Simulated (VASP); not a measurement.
Set up this calculation in VASP 6.6.1, as the native input.

- Task: single point
- Functional: PBE
- Potentials or basis: VASP PAW PBE potentials, release 64 (B, As)
- Cutoff: 520 eV
- k mesh: 7 × 7 × 7
- Occupations: gaussian, width 0.01 eV
- Spin: no spin polarisation
- Dipole correction: no
- Further INCAR settings: ALGO = Normal; EDIFF = 1e-06; NBANDS = 11

The structure of BAs lies in POSCAR:

```
BAs
1.0
    0.0000000000      2.4505665292      2.4505665292
    2.4505665292      0.0000000000      2.4505665292
    2.4505665292      2.4505665292      0.0000000000
B As
1 1
Direct
    0.0000000000      0.0000000000      0.0000000000
    0.2500000000      0.2500000000      0.2500000000
```

The input as run:

INCAR

```
ALGO = Normal
EDIFF = 1E-6
ENCUT = 520
GGA = PE
ISIF = 2
ISMEAR = 0
LASPH = True
LCHARG = True
LELF = True
LREAL = False
LVHAR = True
LWAVE = False
NBANDS = 11
NELM = 60
PREC = Accurate
SIGMA = 0.01
```

KPOINTS

```
k-points
0
Gamma
  7 7 7
```

Potentials or basis: VASP PAW PBE potentials, release 64 (B, As).

The run is started by

```console
$ cat potpaw_PBE.64/B/POTCAR potpaw_PBE.64/As/POTCAR > POTCAR
$ mpirun -np 1 vasp_std > vasp.out
```

Results of the run:

```
Pressure               : -6.2 GPa
Band gap on the k mesh : 1.28 eV, indirect (least direct gap 3.18 eV)
```

It took 7 s on 1 thread of AMD EPYC 7R13 Processor (Zen 3), with other jobs on the host, peak memory 0.12 GiB.
